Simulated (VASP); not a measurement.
# CoO (R-3m) in VASP: relaxation of shape and atoms at fixed volume with PBE

Aim: the relaxation of shape and atoms at fixed volume of CoO with PBE.

Program: VASP 6.6.1. These are calculated values, not measurements. Logs are shortened: lines on timing, memory, paths and dates and some standing lists are left out, and cuts for length are marked.

## 1. The cell of the first run

The structure is trigonal, space group R-3m (No. 166). The conventional cell has a = 3.121 Å, b = 3.121 Å, c = 6.964 Å, α = 90.00°, β = 90.00°, γ = 120.00°. Within 2.8 Å of Co (site symmetry -3m) lie 6 O at 2.14 Å. O (site symmetry -3m) has 6 Co at 2.14 Å within 2.8 Å.

## 2. Relaxation of shape and atoms at fixed volume, PBE, collinear spin, ferromagnetic start (9.79 Å³/atom)

The input, INCAR:

```
SYSTEM = CoO
ALGO = Normal
EDIFF = 1E-6
EDIFFG = -0.01
ENCUT = 600
GGA = PE
IBRION = 2
ISIF = 4
ISMEAR = 0
ISPIN = 2
KPAR = 4
LASPH = .TRUE.
LCHARG = .FALSE.
LMAXMIX = 4
LORBIT = 11
LREAL = .FALSE.
LWAVE = .FALSE.
MAGMOM = 2.7 0.34
NELM = 150
NSW = 50
PREC = Accurate
SIGMA = 0.1
```

The input, KPOINTS:

```
k-points
0
G
  18 18 18
  0 0 0
```

The input, POSCAR:

```
CoO
1.0
    1.5606442339      0.9010383685      2.3212539010
   -1.5606442339      0.9010383685      2.3212539010
    0.0000000000     -1.8020767370      2.3212539010
Co O
1 1
Direct
    0.0000000000      0.0000000000      0.0000000000
    0.5000000000      0.5000000000      0.5000000000
```

Potentials or basis: VASP PAW PBE potentials, release 64 (Co, O).

Started as:

```bash
$ cat potpaw_PBE.64/Co/POTCAR potpaw_PBE.64/O/POTCAR > POTCAR
$ mpirun -np 4 vasp_std > vasp.out
```

OUTCAR:

```text
SYSTEM = CoO
   EDIFF = 1E-6
   EDIFFG = -0.01
   ENCUT = 600
   GGA = PE
   IBRION = 2
   ISIF = 4
   ISMEAR = 0
   ISPIN = 2
   LASPH = .TRUE.
   LORBIT = 11
   LREAL = .FALSE.
   NELM = 150
   NSW = 50
   PREC = Accurate

 ion  position               nearest neighbor table
   1  0.000  0.000  0.000-   2 2.14   2 2.14   2 2.14   2 2.14   2 2.14   2 2.14
   2  0.500  0.500  0.500-   1 2.14   1 2.14   1 2.14   1 2.14   1 2.14   1 2.14

  LATTYP: Found a trigonal (rhomboedric) cell.
 ALAT       =     2.9386561962
 COS(alpha) =     0.4359205722

  Lattice vectors:

 A1 = (   1.5606442339,   0.9010383685,   2.3212539010)
 A2 = (  -1.5606442339,   0.9010383685,   2.3212539010)
 A3 = (   0.0000000000,  -1.8020767370,   2.3212539010)

Analysis of symmetry for initial positions (statically):
=====================================================================
 Subroutine PRICEL returns:
 Original cell was already a primitive cell.

 Routine SETGRP: Setting up the symmetry group for a
 trigonal (rhombohedral) supercell.

 Subroutine GETGRP returns: Found 12 space group operations
 (whereof 12 operations were pure point group operations)
 out of a pool of 12 trial point group operations.

The static configuration has the point symmetry D_3d.

Analysis of symmetry for dynamics (positions and initial velocities):
=====================================================================
 Subroutine PRICEL returns:
 Original cell was already a primitive cell.

 Routine SETGRP: Setting up the symmetry group for a
 trigonal (rhombohedral) supercell.

 Subroutine GETGRP returns: Found 12 space group operations
 (whereof 12 operations were pure point group operations)
 out of a pool of 12 trial point group operations.

The dynamic configuration has the point symmetry D_3d.

Analysis of structural, dynamic, and magnetic symmetry:
=====================================================================
 Subroutine PRICEL returns:
 Original cell was already a primitive cell.

 Routine SETGRP: Setting up the symmetry group for a
 trigonal (rhombohedral) supercell.

 Subroutine GETGRP returns: Found 12 space group operations
 (whereof 12 operations were pure point group operations)
 out of a pool of 12 trial point group operations.

The overall configuration has the point symmetry D_3d.

 Subroutine INISYM returns: Found 12 space group operations
 (whereof 12 operations are pure point group operations),
 and found     1 'primitive' translations

----------------------------------------------------------------------------------------

                                     Primitive cell

  volume of cell :      19.5849

  direct lattice vectors                    reciprocal lattice vectors
     1.560644234  0.901038368  2.321253901     0.320380513  0.184971775  0.143600548
    -1.560644234  0.901038368  2.321253901    -0.320380513  0.184971775  0.143600548
     0.000000000 -1.802076737  2.321253901     0.000000000 -0.369943551  0.143600548

  length of vectors
     2.938656196  2.938656196  2.938656196     0.396836677  0.396836677  0.396836677

  position of ions in fractional coordinates (direct lattice)
     0.000000000  0.000000000  0.000000000
     0.500000000  0.500000000  0.500000000

  ion indices of the primitive-cell ions
   primitive index   ion index
                 1           1
                 2           2

----------------------------------------------------------------------------------------

 KPOINTS: k-points

Automatic generation of k-mesh.
 Grid dimensions read from file:
 generate k-points for:   18   18   18

 Generating k-lattice:

  Cartesian coordinates                     Fractional coordinates (reciprocal lattice)
     0.017798917  0.010276210  0.007977808     0.055555556  0.000000000  0.000000000
    -0.017798917  0.010276210  0.007977808     0.000000000  0.055555556  0.000000000
     0.000000000 -0.020552419  0.007977808     0.000000000  0.000000000  0.055555556

  Length of vectors
     0.022046482  0.022046482  0.022046482

  Shift w.r.t. Gamma in fractional coordinates (k-lattice)
     0.000000000  0.000000000  0.000000000

 Subroutine IBZKPT returns following result:
 ===========================================

 Found    580 irreducible k-points:

 Following reciprocal coordinates:
            Coordinates               Weight
  0.000000  0.000000  0.000000      1.000000
  0.055556  0.000000  0.000000      6.000000
  0.111111  0.000000  0.000000      6.000000
  0.166667  0.000000  0.000000      6.000000
  0.222222  0.000000  0.000000      6.000000
  0.277778  0.000000  0.000000      6.000000
[... 16 lines left out ...]
 -0.277778  0.055556 -0.000000     12.000000
 -0.222222  0.055556 -0.000000     12.000000
 [... further k-points ...]
   k-points           NKPTS =    580   k-points in BZ     NKDIM =    580   number of bands    NBANDS=     13
   number of dos      NEDOS =    301   number of ions     NIONS =      2
   total plane-waves  NPLWV =  13824
   dimension x,y,z NGX =    24 NGY =   24 NGZ =   24
   dimension x,y,z NGXF=    48 NGYF=   48 NGZF=   48
   ions per type =               1   1
   NGX,Y,Z   is equivalent  to a cutoff of  13.58, 13.58, 13.58 a.u.
   NGXF,Y,Z  is equivalent  to a cutoff of  27.15, 27.15, 27.15 a.u.
 SYSTEM =  CoO
   PREC   = accura    normal or accurate (medium, high low for compatibility)
   ISTART =      0    job   : 0-new  1-cont  2-samecut
   ICHARG =      2    charge: 1-file 2-atom 10-const
   ISPIN  =      2    spin polarized calculation?
   LNONCOLLINEAR =      F non collinear calculations
   LSORBIT =      F    spin-orbit coupling
   LASPH  =      T    aspherical Exc in radial PAW
   ENCUT  =  600.0 eV  44.10 Ry    6.64 a.u.   5.87  5.87  5.87*2*pi/ulx,y,z
   NELM   =    150;   NELMIN=  2; NELMDL= -5     # of ELM steps
   EDIFF  = 0.1E-05   stopping-criterion for ELM
   LREAL  =      F    real-space projection
   EDIFFG = -.1E-01   stopping-criterion for IOM
   NSW    =     50    number of steps for IOM
   IBRION =      2    ionic relax: 0-MD 1-quasi-New 2-CG
   NFREE  =      1    steps in history (QN), initial steepest desc. (CG)
   ISIF   =      4    stress and relaxation
   ISYM   =      2    0-nonsym 1-usesym 2-fastsym
   POTIM  = 0.5000    time-step for ionic-motion
   TEBEG  =    0.0;   TEEND  =   0.0 temperature during run
   PSTRESS=    0.0 pullay stress
   NELECT =      15.0000    total number of electrons
   NUPDOWN=      -1.0000    fix difference up-down
   EMIN   =  10.00;   EMAX   =-10.00  energy-range for DOS
   EFERMI =   0.00;   METHOD = LEGACY
   ISMEAR =     0;   SIGMA  =   0.10  broadening in eV -4-tet -1-fermi 0-gaus
   EFERMI_NEDOS =   21; number of points for ismear=-14 and -15
   IALGO  =     38    algorithm
   IMIX   =      4    mixing-type and parameters
     AMIX     =   0.40;   BMIX     =  1.00
     AMIX_MAG =   1.60;   BMIX_MAG =  1.00
  volume/ion in A,a.u.               =       9.79        66.08
  Fermi-wavevector in a.u.,A,eV,Ry     =   1.497838  2.830504 30.524931  2.243519
  Thomas-Fermi vector in A             =   2.609674
   LORBIT       =     11    0 simple, 1 ext, 2 COOP (PROOUT), +10 PAW based schemes
   GGA     = PE    functional components
   LHFCALC =     F    Hartree Fock is set to
   AEXX    =    0.0000 exact exchange contribution
   IVDW    =     0    specifies the selected vdW correction
   LEPSILON=     F    determine dielectric tensor
   LRPA    =     F    only Hartree local field effects (RPA)
 conjugate gradient relaxation of ions
 spin polarized calculation
 Gauss-broadening in eV      SIGMA  =   0.10
  energy-cutoff  :      600.00
  volume of cell :       19.58
 maximum number of plane-waves:       669
   NGX = 11   NGY = 11   NGZ = 11

--------------------------------------- Ionic step        1  -------------------------------------------

 number of electron      14.9999995 magnetization       2.9208425

 Free energy of the ion-electron system (eV)
  ---------------------------------------------------
  ext. energy  EPLUGINS =         0.00000000
  ---------------------------------------------------
  free energy    TOTEN  =       -13.05587248 eV

  energy without entropy =      -13.03902434  energy(sigma->0) =      -13.04744841

------------------------ aborting loop because EDIFF is reached ----------------------------------------

  FORCE on cell =-STRESS in cart. coord.  units (eV):
  Direction    XX          YY          ZZ          XY          YZ          ZX
  --------------------------------------------------------------------------------------
  -------------------------------------------------------------------------------------
  Total       -0.7284046     -0.7284046     -0.5740987      0.0000000      0.0000000      0.0000000
  in kB      -59.5884601    -59.5884601    -46.9651881      0.0000000      0.0000000      0.0000000
  external PRESSURE =     -55.3807028 kB  Pullay stress =       0.0000000 kB
[... 93 lines left out ...]
  energy  without entropy=      -13.0393541863  energy(sigma->0) =      -13.04809598

--------------------------------------- Ionic step        4  -------------------------------------------

 number of electron      14.9999999 magnetization       2.9297396

 Free energy of the ion-electron system (eV)
  ---------------------------------------------------
  ext. energy  EPLUGINS =         0.00000000
  ---------------------------------------------------
  free energy    TOTEN  =       -13.05691665 eV

  energy without entropy =      -13.03920113  energy(sigma->0) =      -13.04805889

 E-fermi :   7.6779     XC(G=0): -12.3359

 val. band max:        7.6776358571   @ k =  -0.2222  -0.2222   0.1667
 cond. band min:       7.6786907733   @ k =   0.3889   0.2778   0.0000
 fundamental gap:      0.0010549162
 Fermi energy:         7.6779457469

 spin component 1

 k-point     1 :       0.0000    0.0000    0.0000
  band No.  band energies     occupation
      1     -12.3398      1.00000
      2       4.3662      1.00000
      3       4.3662      1.00000
      4       4.5349      1.00000
      5       4.5349      1.00000
      6       4.5555      1.00000
      7       4.5555      1.00000
      8       4.8694      1.00000
      9       4.9536      1.00000
     10       8.6387      0.00000
     11      24.4364      0.00000
     12      25.1047      0.00000
     13      25.1047      0.00000
[... 353 lines left out ...]
 k-point    24 :      -0.2222    0.0556   -0.0000
  band No.  band energies     occupation
      1     -11.8272      1.00000
      2       1.5894      1.00000
      3       2.5690      1.00000
      4       2.8613      1.00000
      5       4.8423      1.00000
      6       5.0240      1.00000
      7       5.3336      1.00000
      8       6.3374      1.00000
      9       6.8984      1.00000
     10      11.3180      0.00000
     11      19.2056      0.00000
     12      22.5908      0.00000
     13      24.2001      0.00000

 [... further k-points ...]

 spin component 2

 k-point     1 :       0.0000    0.0000    0.0000
  band No.  band energies     occupation
      1     -11.8280      1.00000
      2       5.0893      1.00000
      3       5.0893      1.00000
      4       5.5565      1.00000
      5       6.5235      1.00000
      6       6.5235      1.00000
      7       6.7349      1.00000
      8       7.7809      0.07278
      9       7.7809      0.07278
     10       9.2031      0.00000
     11      24.3585      0.00000
     12      25.6198      0.00000
     13      25.6198      0.00000
[... 397 lines left out ...]
  FREE ENERGIE OF THE ION-ELECTRON SYSTEM (eV)
  ---------------------------------------------------
  free  energy   TOTEN  =       -13.0569166533 eV

  energy  without entropy=      -13.0392011326  energy(sigma->0) =      -13.04805889

 reached required accuracy - stopping structural energy minimisation

 total charge

# of ion       s       p       d       tot
------------------------------------------
    1        0.291   0.346   7.129   7.767
    2        1.553   3.417   0.000   4.970
--------------------------------------------------
tot          1.844   3.763   7.129  12.737

 magnetization (x)

# of ion       s       p       d       tot
------------------------------------------
    1        0.020   0.017   2.536   2.573
    2        0.028   0.277   0.000   0.305
--------------------------------------------------
tot          0.048   0.294   2.536   2.878
```

It took 6.6 min on 4 MPI ranks of Oxide Virtual Turin-like, shared host; peak memory 0.38 GiB.

What came out:

```yaml
Free_energy: -13.0569 eV
Energy_gained_by_relaxing: 0.5 meV/atom
Ionic_steps: 4
Pressure_after_relaxing: -5.1 GPa
Net_moment: 2.93 μB per cell
Site_moments: Co +2.57; O +0.30 μB
Valence_electrons_inside_the_program's_atomic_spheres: Co 7.77; O 4.97
```

The path:
```csv
step,energy change (eV),largest force (eV/Å),pressure (GPa),volume (Å³)
1,0.0000,0.0000,-5.54,19.58
2,-0.0004,0.0000,-5.42,19.58
3,-0.0010,0.0000,-5.15,19.58
4,-0.0010,0.0000,-5.09,19.58
```

Final structure:
```
Co O
1.0
     1.55036    0.89510    2.35214
    -1.55036    0.89510    2.35214
     0.00000   -1.79021    2.35214
Co O
1 1
Direct
  0.00000 0.00000 0.00000
  0.50000 0.50000 0.50000
```

Levels at points of the mesh, in eV from the Fermi level:
Spin up:
```tsv
k point	band 5	band 6	band 7	band 8	band 9	band 10	band 11	band 12	band 13
(0.00, 0.00, 0.00)	-3.14	-3.12	-3.12	-2.81	-2.72	0.96	16.76	17.43	17.43
(0.50, 0.00, 0.00)	-2.52	-2.27	-1.85	-0.01	0.11	5.19	8.97	13.30	14.36
(0.50, 0.50, 0.00)	-3.87	-2.93	-2.46	-2.12	-2.05	5.80	9.71	11.74	15.08
(0.50, 0.50, 0.50)	-2.32	-2.32	-1.58	0.15	0.15	4.70	10.07	12.38	12.38
```
Spin down:
```csv
k point,band 4,band 5,band 6,band 7,band 8,band 9
"(0.00, 0.00, 0.00)",-2.12,-1.15,-1.15,-0.94,0.10,0.10
"(0.50, 0.00, 0.00)",-4.13,-0.27,-0.23,0.31,2.55,2.70
"(0.50, 0.50, 0.00)",-3.38,-2.15,0.08,0.12,0.58,0.95
"(0.50, 0.50, 0.50)",-4.78,0.03,0.03,0.27,2.76,2.76
```

Caveat: a cell with one magnetic atom can't hold antiferromagnetic order, which such compounds often take; semilocal functionals often make such compounds metallic where correlation or magnetic order opens a gap, which also shifts bond lengths.
